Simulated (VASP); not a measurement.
# FeS2 (Pnnm) in VASP: notebook

The runs below take FeS2 through single point, relaxation of cell and atoms, with PBE+D3(BJ).

Everything below comes from runs of VASP 6.6.1. Logs are shortened: lines on timing, memory, paths and dates and some standing lists are left out, and cuts for length are marked.

### Step 1. The cell of the first run

The structure is orthorhombic, space group Pnnm (No. 58). The conventional cell has a = 4.389 Å, b = 5.358 Å, c = 3.354 Å, α = 90.00°, β = 90.00°, γ = 90.00°. Within 2.9 Å of Fe (site symmetry 2/m) lie 6 S at 2.20 to 2.22 Å. S (site symmetry m) has 3 Fe at 2.20 to 2.22 Å and 10 S at 2.24 to 3.18 Å within 3.2 Å.

### Step 2. Single point, PBE+D3(BJ)

Contents of INCAR:

```
SYSTEM = FeS2
PREC     = Accurate       ! precision mode
ENCUT    = 600            ! plane-wave cutoff, eV
EDIFF    = 1E-6           ! SCF threshold, eV
ISMEAR   = 0              ! smearing method
SIGMA    = 0.02           ! smearing width, eV
LREAL    = .False.        ! projectors in reciprocal space
LASPH    = .True.         ! aspherical terms in the spheres
NELM     = 120            ! most SCF steps
ALGO     = Normal         ! electronic algorithm
ISIF     = 2              ! what is computed and relaxed
LWAVE    = .False.        ! write WAVECAR
LCHARG   = .False.        ! write CHGCAR
GGA      = PE             ! functional
IVDW     = 12             ! dispersion correction
NBANDS   = 29             ! bands
GGA_COMPAT= .False.
```

Contents of KPOINTS:

```
regular mesh
0
Gamma
  6 4 8
  0 0 0
```

Contents of POSCAR:

```
FeS2
1.0
    4.3891616668      0.0000000000      0.0000000000
    0.0000000000      5.3577863592      0.0000000000
    0.0000000000      0.0000000000      3.3544833832
Fe S
2 4
Direct
    0.0000000000      0.0000000000      0.0000000000
    0.5000000000      0.5000000000      0.5000000000
    0.2053942802      0.3752536072      0.0000000000
    0.2946057198      0.8752536072      0.5000000000
    0.7946057198      0.6247463928      0.0000000000
    0.7053942802      0.1247463928      0.5000000000
```

Potentials or basis: VASP PAW PBE potentials, release 64 (Fe, S).

On the command line:

```bash
$ cat potpaw_PBE.64/Fe/POTCAR potpaw_PBE.64/S/POTCAR > POTCAR
$ mpirun -np 1 vasp_std > vasp.out
```

OUTCAR:

```text
SYSTEM = FeS2
   PREC = Accurate
   ENCUT = 600
   EDIFF = 1E-6
   ISMEAR = 0
   LREAL = .False.
   LASPH = .True.
   NELM = 120
   ISIF = 2
   GGA = PE
   IVDW = 12
 IVDW          = 12

 ion  position               nearest neighbor table
   1  0.000  0.000  0.000-   3 2.20   5 2.20   4 2.22   6 2.22   4 2.22   6 2.22
   2  0.500  0.500  0.500-   4 2.20   6 2.20   5 2.22   3 2.22   3 2.22   5 2.22
   3  0.205  0.375  0.000-   1 2.20   2 2.22   2 2.22   5 2.24
   4  0.295  0.875  0.500-   2 2.20   1 2.22   1 2.22   6 2.24
   5  0.795  0.625  0.000-   1 2.20   2 2.22   2 2.22   3 2.24
   6  0.705  0.125  0.500-   2 2.20   1 2.22   1 2.22   4 2.24

  LATTYP: Found a simple orthorhombic cell.
 ALAT       =     3.3544833832
 B/A-ratio  =     1.3084463881
 C/A-ratio  =     1.5972016395

  Lattice vectors:

 A1 = (   0.0000000000,   0.0000000000,   3.3544833832)
 A2 = (   4.3891616668,   0.0000000000,   0.0000000000)
 A3 = (   0.0000000000,   5.3577863592,   0.0000000000)

Analysis of symmetry for initial positions (statically):
=====================================================================
 Subroutine PRICEL returns:
 Original cell was already a primitive cell.

 Routine SETGRP: Setting up the symmetry group for a
 simple orthorhombic supercell.

 Subroutine GETGRP returns: Found  8 space group operations
 (whereof  4 operations were pure point group operations)
 out of a pool of  8 trial point group operations.

The static configuration has the point symmetry C_2h.
 The point group associated with its full space group is D_2h.

Analysis of symmetry for dynamics (positions and initial velocities):
=====================================================================
 Subroutine PRICEL returns:
 Original cell was already a primitive cell.

 Routine SETGRP: Setting up the symmetry group for a
 simple orthorhombic supercell.

 Subroutine GETGRP returns: Found  8 space group operations
 (whereof  4 operations were pure point group operations)
 out of a pool of  8 trial point group operations.

The dynamic configuration has the point symmetry C_2h.
 The point group associated with its full space group is D_2h.

 Subroutine INISYM returns: Found  8 space group operations
 (whereof  4 operations are pure point group operations),
 and found     1 'primitive' translations

----------------------------------------------------------------------------------------

                                     Primitive cell

[... 102 lines left out ...]
   IBRION =     -1    ionic relax: 0-MD 1-quasi-New 2-CG
   NFREE  =      0    steps in history (QN), initial steepest desc. (CG)
   ISIF   =      2    stress and relaxation
   ISYM   =      2    0-nonsym 1-usesym 2-fastsym
   POTIM  = 0.5000    time-step for ionic-motion
   TEBEG  =    0.0;   TEEND  =   0.0 temperature during run
   PSTRESS=    0.0 pullay stress
   NELECT =      40.0000    total number of electrons
   NUPDOWN=      -1.0000    fix difference up-down
   EMIN   =  10.00;   EMAX   =-10.00  energy-range for DOS
   EFERMI =   0.00;   METHOD = LEGACY
   ISMEAR =     0;   SIGMA  =   0.02  broadening in eV -4-tet -1-fermi 0-gaus
   EFERMI_NEDOS =   21; number of points for ismear=-14 and -15
   IALGO  =     38    algorithm
   IMIX   =      4    mixing-type and parameters
     AMIX     =   0.40;   BMIX     =  1.00
     AMIX_MAG =   1.60;   BMIX_MAG =  1.00
  volume/ion in A,a.u.               =      13.15        88.72
  Fermi-wavevector in a.u.,A,eV,Ry     =   1.305461  2.466964 23.187441  1.704229
  Thomas-Fermi vector in A             =   2.436329
   LORBIT       =      0    0 simple, 1 ext, 2 COOP (PROOUT), +10 PAW based schemes
   GGA     = PE    functional components
   LHFCALC =     F    Hartree Fock is set to
   AEXX    =    0.0000 exact exchange contribution
   IVDW    =    12    specifies the selected vdW correction
   LEPSILON=     F    determine dielectric tensor
   LRPA    =     F    only Hartree local field effects (RPA)
 non-spin polarized calculation
 Gauss-broadening in eV      SIGMA  =   0.02
  energy-cutoff  :      600.00
  volume of cell :       78.88
 maximum number of plane-waves:      2674
 NGX is ok and might be reduce to    36
   NGX = 17   NGY = 21   NGZ = 13

 number of electron      39.9999988 magnetization

 Free energy of the ion-electron system (eV)
  ---------------------------------------------------
  ext. energy  EPLUGINS =         0.00000000
  ---------------------------------------------------
  free energy    TOTEN  =       -36.06534725 eV

  energy without entropy =      -36.06534725  energy(sigma->0) =      -36.06534725

 E-fermi :   8.2689     XC(G=0): -11.8776

 val. band max:        8.1280814489   @ k =   0.1667   0.0000   0.2500
 cond. band min:       9.0918077157   @ k =   0.0000   0.5000   0.5000
 fundamental gap:      0.9637262668
 Fermi energy:         8.2689387337

 k-point     1 :       0.0000    0.0000    0.0000
  band No.  band energies     occupation
      1      -8.8129      2.00000
      2      -6.3175      2.00000
      3      -4.4726      2.00000
      4      -3.6664      2.00000
      5       0.3305      2.00000
      6       1.9039      2.00000
[... 757 lines left out ...]
     28      14.5382      0.00000
     29      16.0096      0.00000

 [... further k-points ...]

------------------------ aborting loop because EDIFF is reached ----------------------------------------

 Edisp (eV)   -2.47575

 E8    (eV) :    -0.9575

  FORCE on cell =-STRESS in cart. coord.  units (eV):
  Direction    XX          YY          ZZ          XY          YZ          ZX
  --------------------------------------------------------------------------------------
  -------------------------------------------------------------------------------------
  Total      -0.00480     0.07732     0.13305     0.00000     0.00000     0.00000
  in kB      -0.09749     1.57039     2.70238     0.00000     0.00000     0.00000
  external pressure =        1.39 kB  Pullay stress =        0.00 kB

 VOLUME and BASIS-vectors are now :
 -----------------------------------------------------------------------------
  energy-cutoff  :      600.00
  volume of cell :       78.88
      direct lattice vectors                 reciprocal lattice vectors
     4.389161667  0.000000000  0.000000000     0.227833941  0.000000000  0.000000000
     0.000000000  5.357786359  0.000000000     0.000000000  0.186644247  0.000000000
     0.000000000  0.000000000  3.354483383     0.000000000  0.000000000  0.298108497

 POSITION                                       TOTAL-FORCE (eV/Angst)
 -----------------------------------------------------------------------------------
      0.00000      0.00000      0.00000         0.000000      0.000000      0.000000
      2.19458      2.67889      1.67724         0.000000      0.000000      0.000000
      0.90151      2.01053      0.00000        -0.061180      0.036206      0.000000
      1.29307      4.68942      1.67724         0.061180      0.036206      0.000000
      3.48765      3.34726      0.00000         0.061180     -0.036206      0.000000
      3.09609      0.66836      1.67724        -0.061180     -0.036206      0.000000
 -----------------------------------------------------------------------------------
    total drift:                                0.000000      0.000000      0.000000

  FREE ENERGIE OF THE ION-ELECTRON SYSTEM (eV)
  ---------------------------------------------------
  free  energy   TOTEN  =       -38.5410977315 eV

  energy  without entropy=      -38.5410977315  energy(sigma->0) =      -38.54109773
```

OSZICAR:

```text
N       E                     dE             d eps       ncg     rms          rms(c)
DAV:   1     0.363499534354E+03    0.36350E+03   -0.19465E+04  3496   0.162E+03
DAV:   2     0.516276839552E+01   -0.35834E+03   -0.34103E+03  3500   0.365E+02
DAV:   3    -0.370512602121E+02   -0.42214E+02   -0.39785E+02  4531   0.133E+02
DAV:   4    -0.392421550268E+02   -0.21909E+01   -0.21684E+01  4387   0.312E+01
DAV:   5    -0.393194880449E+02   -0.77333E-01   -0.77295E-01  4689   0.565E+00    0.280E+01
DAV:   6    -0.483044108939E+02   -0.89849E+01   -0.58330E+01  4944   0.119E+02    0.346E+01
DAV:   7    -0.357521417869E+02    0.12552E+02   -0.35796E+01  4301   0.122E+02    0.951E+00
DAV:   8    -0.362028677974E+02   -0.45073E+00   -0.60545E+00  3945   0.108E+01    0.499E+00
DAV:   9    -0.360670338147E+02    0.13583E+00   -0.37905E-01  4974   0.829E+00    0.141E+00
DAV:  10    -0.360652768911E+02    0.17569E-02   -0.59482E-02  5191   0.146E+00    0.434E-01
DAV:  11    -0.360656087965E+02   -0.33191E-03   -0.26438E-03  4548   0.582E-01    0.215E-01
DAV:  12    -0.360653855319E+02    0.22326E-03   -0.30260E-04  5482   0.222E-01    0.111E-01
DAV:  13    -0.360653429191E+02    0.42613E-04   -0.15603E-04  5387   0.790E-02    0.414E-02
DAV:  14    -0.360653474638E+02   -0.45447E-05   -0.91378E-06  4702   0.265E-02    0.112E-02
DAV:  15    -0.360653472492E+02    0.21457E-06   -0.11835E-06  2579   0.135E-02
   1 F= -.38541098E+02 E0= -.38541098E+02  d E =-.677332E-25
```

stdout:

```text
POSCAR found type information on POSCAR FeS
 POSCAR found :  2 types and       6 ions
 scaLAPACK will be used
 LDA part: xc-table for (Slater+PW92), standard interpolation
 POSCAR, INCAR and KPOINTS ok, starting setup
 FFT: planning ... GRIDC
 FFT: planning ... GRID_SOFT
 FFT: planning ... GRID
 WAVECAR not read
 entering main loop
```

Run time: 2.6 min. Hardware: 1 thread of AMD EPYC 7R13 (Zen 3), shared host; peak memory 0.27 GiB.

What came out:

```
Free energy                : -38.5411 eV
Pressure                   : 0.1 GPa
Largest force              : 0.071 eV/Å
Band gap on the k mesh     : 0.96 eV (least direct gap 1.30 eV)
Dispersion energy per atom : -0.413 eV
```

Forces in eV/Å, atoms in the order of the input:
```
Fe   0.000  0.000  0.000
Fe   0.000  0.000  0.000
S   -0.061  0.036  0.000
S    0.061  0.036  0.000
S    0.061 -0.036  0.000
S   -0.061 -0.036  0.000
```

Levels at points of the mesh, in eV from the valence-band top:
| k point | band 18 | band 19 | band 20 | band 21 | band 22 | band 23 |
| --- | --- | --- | --- | --- | --- | --- |
| (0.00, 0.00, 0.00) | -0.80 | -0.78 | -0.46 | 1.18 | 1.51 | 2.84 |
| (0.50, 0.00, 0.00) | -0.69 | -0.10 | -0.10 | 1.94 | 1.94 | 1.95 |
| (0.00, 0.50, 0.00) | -0.84 | -0.33 | -0.33 | 1.18 | 1.18 | 2.57 |
| (0.50, 0.50, 0.00) | -1.16 | -0.95 | -0.95 | 1.50 | 1.50 | 2.11 |
| (0.00, 0.00, 0.50) | -0.92 | -0.43 | -0.43 | 1.61 | 1.61 | 1.81 |
| (0.50, 0.00, 0.50) | -0.78 | -0.36 | -0.36 | 1.60 | 1.60 | 2.00 |
| (0.00, 0.50, 0.50) | -1.50 | -0.40 | -0.40 | 0.96 | 0.96 | 2.35 |
| (0.50, 0.50, 0.50) | -0.62 | -0.38 | -0.38 | 1.67 | 1.67 | 2.21 |

### Step 3. Relaxation of cell and atoms, PBE+D3(BJ)

This run uses another cell than the first one, of 13.44 Å³/atom.

Contents of INCAR:

```
ALGO = Normal
EDIFF = 1E-7
EDIFFG = -0.02
ENCUT = 600
GGA = PE
GGA_COMPAT = F
IBRION = 2
ISIF = 3
ISMEAR = 0
IVDW = 12
LASPH = T
LCHARG = F
LREAL = F
LWAVE = F
NELM = 120
NELMIN = 4
NSW = 90
PREC = Accurate
SIGMA = 0.02
```

Contents of KPOINTS:

```
k-points
0
Gamma
  6 4 8
```

Contents of POSCAR:

```
FeS2
1.0
    4.4400000000      0.0000000000      0.0000000000
    0.0000000000      5.3900000000      0.0000000000
    0.0000000000      0.0000000000      3.3700000000
Fe S
2 4
Direct
    0.0000000000      0.0000000000      0.0000000000
    0.5000000000      0.5000000000      0.5000000000
    0.2030000000      0.3750000000      0.0000000000
    0.2970000000      0.8750000000      0.5000000000
    0.7970000000      0.6250000000      0.0000000000
    0.7030000000      0.1250000000      0.5000000000
```

Potentials or basis: VASP PAW PBE potentials, release 64 (Fe, S).

On the command line:

```bash
$ cat potpaw_PBE.64/Fe/POTCAR potpaw_PBE.64/S/POTCAR > POTCAR
$ mpirun -np 1 vasp_std > vasp.out
```

It took 9.1 min on 1 thread of AMD EPYC 7R13 (Zen 3), shared host; peak memory 0.28 GiB.

Results (log left out):

| Property | Result |
| --- | --- |
| Free energy | -38.5423 eV |
| Relaxed volume | 13.15 Å³/atom |
| Relaxed cell | a = 4.388 Å, b = 5.359 Å, c = 3.356 Å, α = 90.00°, β = 90.00°, γ = 90.00° |
| Space group after relaxing (to 0.1 Å) | Pnnm (No. 58) |
| Energy gained by relaxing | 3.7 meV/atom |
| Ionic steps | 6 |
| Pressure after relaxing | 0.0 GPa |
| Largest force after relaxing | 0.006 eV/Å |
| Band gap on the k mesh | 0.96 eV (least direct gap 1.29 eV) |
| Dispersion energy per atom | -0.412 eV |

Forces on the atoms (eV/Å):
```
Fe   0.000  0.000  0.000
Fe   0.000  0.000  0.000
S    0.006 -0.002  0.000
S   -0.006 -0.002  0.000
S   -0.006  0.002  0.000
S    0.006  0.002  0.000
```

Stress tensor (GPa, compression positive):
```
 0.00  0.00  0.00
 0.00  0.09  0.00
 0.00  0.00 -0.08
```

The path:
| step | energy change (eV) | largest force (eV/Å) | pressure (GPa) | volume (Å³) |
| --- | --- | --- | --- | --- |
| 1 | 0.0000 | 0.1489 | -3.40 | 80.65 |
| 2 | -0.0053 | 0.0494 | 3.47 | 77.37 |
| 3 | -0.0213 | 0.0530 | 0.13 | 78.86 |
| 4 | -0.0222 | 0.0129 | 0.03 | 78.91 |
| 5 | -0.0223 | 0.0069 | -0.01 | 78.92 |
| 6 | -0.0223 | 0.0065 | 0.00 | 78.92 |

Final structure:
```
CELL_PARAMETERS angstrom
4.38827 0.00000 0.00000
0.00000 5.35876 0.00000
0.00000 0.00000 3.35620
ATOMIC_POSITIONS crystal
Fe 0.00000 0.00000 0.00000
Fe 0.50000 0.50000 0.50000
S 0.20426 0.37591 0.00000
S 0.29574 0.87591 0.50000
S 0.79574 0.62409 0.00000
S 0.70426 0.12409 0.50000
```

Levels at points of the mesh, in eV from the valence-band top:
```csv
k point,band 17,band 18,band 19,band 20,band 21,band 22,band 23,band 24
"(0.00, 0.00, 0.00)",-0.98,-0.79,-0.77,-0.48,1.21,1.51,2.88,3.23
"(0.50, 0.00, 0.00)",-0.68,-0.68,-0.09,-0.09,1.91,1.91,1.98,1.98
"(0.00, 0.50, 0.00)",-0.84,-0.84,-0.33,-0.33,1.19,1.19,2.56,2.56
"(0.50, 0.50, 0.00)",-1.16,-1.16,-0.94,-0.94,1.50,1.50,2.08,2.08
"(0.00, 0.00, 0.50)",-0.93,-0.93,-0.43,-0.43,1.60,1.60,1.80,1.80
"(0.50, 0.00, 0.50)",-0.78,-0.78,-0.35,-0.35,1.60,1.60,2.05,2.05
"(0.00, 0.50, 0.50)",-1.49,-1.49,-0.39,-0.39,0.96,0.96,2.32,2.32
"(0.50, 0.50, 0.50)",-0.62,-0.62,-0.37,-0.37,1.70,1.70,2.21,2.21
```

A k mesh can miss the band edges. Spin polarisation is off, so any magnetic state and its effect on volume and gap are missing.
